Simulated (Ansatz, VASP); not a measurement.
# Two plane-wave programs on As3F

```
As F
1.0
    -2.26696    2.26696    3.20790
     2.26696   -2.26696    3.20790
     2.26696    2.26696   -3.20790
As F
3 1
Cartesian
  0.0000 0.0000 3.2079
  2.2670 0.0000 1.6039
  0.0000 2.2670 1.6039
  0.0000 0.0000 0.0000
```

Alike in both runs: functional PBE; k mesh 14 × 14 × 14; occupations gaussian, width 0.1 eV; no spin polarisation.

Ansatz relaxed the structure, and its values are those at the end. VASP's run is a single point on that final structure, the one shown.

|  | VASP | Ansatz |
| --- | --- | --- |
| version | VASP 6.6.1 | Ansatz 0.2.0 |
| potentials or method | VASP PAW PBE potentials, release 64 (As, F), cutoff 520 eV | scalar-relativistic, plane waves, PAW |
| valence electrons in the cell | 22 | 52 |

|  | VASP | Ansatz | Ansatz less VASP |
| --- | --- | --- | --- |
| gap on the k mesh at the Fermi level (eV) | none | none | - |
| pressure (GPa) | 0.0 | 0.0 | +0.03 |

A gap of «none» marks a metal or a gap that the smearing closes. The functional is the same, so the differences come from potentials, cutoffs and numerics. VASP's potentials hold 22 valence electrons a cell and Ansatz's 52, so a difference there can come from the potentials and not from the codes.
